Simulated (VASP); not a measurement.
Write the native input for VASP 6.6.1 that does the following.

* Task: single point
* Functional: LDA
* Potentials or basis: VASP PAW LDA potentials, release 64 (Ca_sv)
* Cutoff: 520 eV
* k mesh: 15 × 15 × 8
* Occupations: gaussian, width 0.15 eV
* Spin: no spin polarisation
* Dipole correction: no
* Further INCAR settings: ALGO = Fast; EDIFF = 1e-06; NBANDS = 17

The structure of Ca lies in POSCAR:

```
Ca
1.0
    3.8605995350      0.0000000000      0.0000000000
   -1.9302997675      3.3433772711      0.0000000000
    0.0000000000      0.0000000000      6.4222000000
Ca
2
Direct
    0.3333333333      0.6666666667      0.2500000000
    0.6666666667      0.3333333333      0.7500000000
```

This isn't the form of Ca at room conditions, which is fcc.

This cell differs from its parent crystal: strain -0.030 along x and y, -0.015 along z.

These files were run (other wordings do the same):

INCAR

```
PREC = Accurate
ENCUT = 520
EDIFF = 1E-6
ISMEAR = 0
SIGMA = 0.15
LREAL = False
LASPH = True
NELM = 60
ALGO = Fast
ISIF = 2
LWAVE = False
LCHARG = False
GGA = CA
NBANDS = 17
```

KPOINTS

```
regular mesh
0
Gamma
  15 15 8
```

Potentials or basis: VASP PAW LDA potentials, release 64 (Ca_sv).

The run is started by

```console
$ cat potpaw_LDA.64/Ca_sv/POTCAR > POTCAR
$ mpirun -np 1 vasp_std > vasp.out
```

Results of the run:

```
Pressure               : -1.4 GPa
Band gap on the k mesh : zero (bands 10 and 11 overlap by 0.40 eV)
```

Caveat: the cell differs from its parent crystal (strain -0.030 along x and y, -0.015 along z).

Wall time 6.5 min on 1 thread of Intel Xeon 8259CL (shared host), peak memory 0.28 GiB.
